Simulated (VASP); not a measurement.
Runs of VASP 6.6.1 on AlSn. The structure is that of space group P-6m2 (No. 187), or close to it. The cells are those of the table. 

| task | level | potentials or basis | cell | k mesh | cutoff (eV) | ions in elastic constants | gap on the mesh (eV) | pressure (GPa) | relaxed volume (Å³/atom) |
| --- | --- | --- | --- | --- | --- | --- | --- | --- | --- |
| single point | PBEsol | VASP PAW PBE potentials, release 64 (Sn_d, Al) | a = 3.547, b = 3.547, c = 3.289 Å, angles 90.0, 90.0, 120.0°, 2 atoms | 7 × 7 × 8 | 500 | - | none | (b) | - |
| relaxation of cell and atoms | LDA | VASP PAW LDA potentials, release 64 (Sn_d, Al) | relaxed from a = 4.198, b = 4.198, c = 3.307 Å, angles 90.0, 90.0, 120.0°, 2 atoms | 7 × 7 × 8 | 600 | - | none | 0.0 | 23.78 |
| relaxation of cell and atoms | PBEsol+D3(BJ) | VASP PAW PBE potentials, release 64 (Sn_d, Al) | relaxed from a = 4.198, b = 4.198, c = 3.307 Å, angles 90.0, 90.0, 120.0°, 2 atoms | 7 × 7 × 8 | 600 | - | none | 0.0 | 23.45 |
| single point | r2SCAN | VASP PAW PBE potentials, release 64 (Sn_d, Al) | a = 4.185, b = 4.185, c = 3.264 Å, angles 90.0, 90.0, 120.0°, 2 atoms | 7 × 7 × 8 | 520 | - | none | (a) | - |
| relaxation of cell and atoms | PBEsol | VASP PAW PBE potentials, release 64 (Sn_d, Al) | relaxed to 5 GPa from a = 4.198, b = 4.198, c = 3.307 Å, angles 90.0, 90.0, 120.0°, 2 atoms | 7 × 7 × 8 | 500 | - | none | 5.0 | - |
| single point | LDA | VASP PAW LDA potentials, release 64 (Sn_d, Al) | a = 4.226, b = 4.226, c = 3.329 Å, angles 90.0, 90.0, 120.0°, 2 atoms | 7 × 7 × 8 | 520 | - | none | -3.9 | - |

Alike in all rows: no spin polarisation; smearing fermi-dirac 0.05 eV.

Problem. Estimate the missing entries.

Solution. (a) -0.1; (b) 30.0.

Caveats: spin-orbit coupling is left out, which moves the levels of the heavy elements; the PAW data sets were made with another functional, which shifts forces and pressure a little (some runs); pairwise dispersion overbinds metals, which lowers pressure and volume (some runs); the cell is relaxed towards a set pressure, so the enthalpy falls and the energy may rise (some runs).

A k mesh can miss the band edges, and the runs leave out spin-orbit coupling on Sn.

A gap of «none» marks levels without a gap at the run's occupations.
